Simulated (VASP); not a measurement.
Set up this calculation in VASP 6.6.1, as the native input.

* Task: single point
* Functional: r2SCAN0
* Potentials or basis: VASP PAW PBE potentials, release 64 (P)
* Cutoff: 520 eV
* k mesh: 4 × 4 × 3
* Occupations: fermi-dirac, width 0.05 eV
* Spin: no spin polarisation
* Dipole correction: no
* Grid for exact exchange (PRECFOCK): Normal
* Further INCAR settings: ALGO = Normal; EDIFF = 1e-06; NBANDS = 18
* Share of exact exchange: 0.25

P:

```
P
1.0
     1.64774   -5.46504    0.00000
     1.64774    5.46504    0.00000
     0.00000    0.00000    4.54364
P
4
Direct
  0.90414 0.09586 0.58882
  0.09586 0.90414 0.41118
  0.59586 0.40414 0.08882
  0.40414 0.59586 0.91118
```

The input as run:

POSCAR

```
P
1.0
    1.6477431241     -5.4650377251      0.0000000000
    1.6477431241      5.4650377251      0.0000000000
    0.0000000000      0.0000000000      4.5436355900
P
4
Direct
    0.9041431300      0.0958568700      0.5888151700
    0.0958568700      0.9041431300      0.4111848300
    0.5958568700      0.4041431300      0.0888151700
    0.4041431300      0.5958568700      0.9111848300
```

INCAR.step1

```
  PREC = Accurate
  ENCUT = 520
  EDIFF = 1E-5
  ISMEAR = -1
  SIGMA = 0.05
  LREAL = False
  LASPH = True
  NELM = 60
  ALGO = Normal
  ISIF = 2
  LWAVE = True
  NBANDS = 18
  GGA = PE
```

INCAR.step2

```
  PREC = Accurate
  ENCUT = 520
  EDIFF = 1E-6
  ISMEAR = -1
  SIGMA = 0.05
  LREAL = False
  LASPH = True
  NELM = 60
  ALGO = Normal
  ISIF = 2
  LWAVE = False
  LCHARG = True
  METAGGA = R2SCAN
  LHFCALC = True
  AEXX = 0.25
  LMIXTAU = True
  PRECFOCK = Normal
  LELF = True
  LVHAR = True
  NBANDS = 18
  ISTART = 1
```

KPOINTS

```
regular mesh
0
Gamma
  4 4 3
```

Potentials or basis: VASP PAW PBE potentials, release 64 (P).

Launch:

```sh
$ cat potpaw_PBE.64/P/POTCAR > POTCAR
$ cp INCAR.step1 INCAR
$ mpirun -np 1 vasp_std > vasp.out
$ cp INCAR.step2 INCAR
$ mpirun -np 1 vasp_std > vasp.out
```

Results of the run:

```json
{
 "Pressure": "-1.6 GPa",
 "Largest force": "0.300 eV/Å",
 "Band gap on the k mesh": "1.49 eV"
}
```

Caveat: the k points lie up to 0.50 Å⁻¹ apart; the PAW data sets were made with another functional, which shifts forces and pressure a little.

Run time: 26 min on 1 thread of Intel(R) Xeon(R) Platinum 8259CL CPU @ 2.50GHz (Skylake/Cascade Lake) (shared host), peak memory 0.27 GiB.
